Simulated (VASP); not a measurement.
The system is NaCl.

```
Cl Na
1.0
     3.54828    0.00000    0.00000
     0.00000    3.54828    0.00000
     0.00000    0.00000    3.54828
Cl Na
1 1
Direct
  0.50000 0.50000 0.50000
  0.00000 0.00000 0.00000
```

Base run:

- Program: VASP 6.6.1
- Functional: PBE
- Potentials or basis: VASP PAW PBE potentials, release 64 (Cl, Na_pv)
- Cutoff: 520 eV
- k mesh: 8 × 8 × 8
- Occupations: fermi-dirac, width 0.05 eV
- Spin: no spin polarisation

Its results: band gap on the k mesh 3.85 eV, indirect (least direct gap 4.31 eV); pressure -0.9 GPa.

The run is repeated on the same cell with these changes: functional from PBE to r2SCAN. What comes out?

Band gap on the k mesh 4.68 eV, indirect (least direct gap 5.15 eV); pressure -2.1 GPa.

r2SCAN gives the wider gap, since meta-GGAs in the generalised Kohn-Sham scheme recover part of the derivative discontinuity.

Caveats: the PAW data sets were made with another functional, which shifts forces and pressure a little (some runs).

A k mesh can miss the band edges.
